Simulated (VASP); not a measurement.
GdN: single point with PBE

The system is GdN.

```xyz
2
Lattice="3.0332 0.0000 0.0000 0.0000 3.0332 0.0000 0.0000 0.0000 3.0332" Properties=species:S:1:pos:R:3 pbc="T T T"
Gd    0.0000    0.0000    0.0000
N     1.5166    1.5166    1.5166
```

The cell was generated, and may not be a known phase.

```
Program             : VASP 6.6.1
Task                : single point
Functional          : PBE
Potentials or basis : VASP PAW PBE potentials, release 64 (Gd, N)
Cutoff              : 520 eV
k mesh              : 18 × 18 × 18
Occupations         : gaussian, width 0.1 eV
Spin                : collinear spin, ferromagnetic start
Starting moments    : [7.55, 0.0] μB
```

The pressure is 0.2 GPa and the band gap on the k mesh is zero (filled and empty bands overlap). The net moment is 7.00 μB per cell. The site moments are Gd +6.77; N -0.04 μB and the valence electrons inside the program's atomic spheres are Gd 15.29; N 3.60.

Levels at points of the mesh, in eV from the Fermi level:
Spin up:
```csv
k point,band 12,band 13,band 14,band 15,band 16,band 17,band 18,band 19
"(0.00, 0.00, 0.00)",-3.76,-1.05,-1.05,0.25,0.25,0.25,4.30,7.29
"(0.50, 0.00, 0.00)",-3.76,-3.76,-1.35,-1.35,0.04,6.10,7.46,7.46
"(0.50, 0.50, 0.00)",-3.75,-1.69,-1.69,0.42,0.58,2.86,4.13,4.13
"(0.50, 0.50, 0.50)",-3.81,-3.81,-3.81,-3.67,7.79,7.79,7.79,10.32
```
Spin down:
```csv
k point,band 4,band 5,band 6,band 7,band 8,band 9,band 10,band 11,band 12,band 13
"(0.00, 0.00, 0.00)",-19.10,-13.54,-0.39,-0.39,-0.39,-0.11,-0.11,1.30,1.30,1.30
"(0.50, 0.00, 0.00)",-18.86,-11.60,-4.61,-1.20,-1.20,0.98,1.12,1.14,1.35,1.35
"(0.50, 0.50, 0.00)",-18.68,-12.69,-1.93,-1.93,-0.51,1.27,1.27,1.47,1.61,1.61
"(0.50, 0.50, 0.50)",-20.37,-11.69,-4.64,-4.64,-4.64,1.30,1.30,1.30,1.58,1.60
```

Wall time 15 min on 1 thread of Intel Xeon 8259CL, with other jobs on the host, peak memory 0.35 GiB.

Caveat: spin-orbit coupling is left out, which moves the levels of the heavy elements; a cell with one magnetic atom can't hold antiferromagnetic order, which such compounds often take; semilocal functionals describe open f shells poorly, which spoils levels, moments and volumes. With open d or f shells a metallic result of PBE can be an artefact of self-interaction; +U or a hybrid may open a gap.
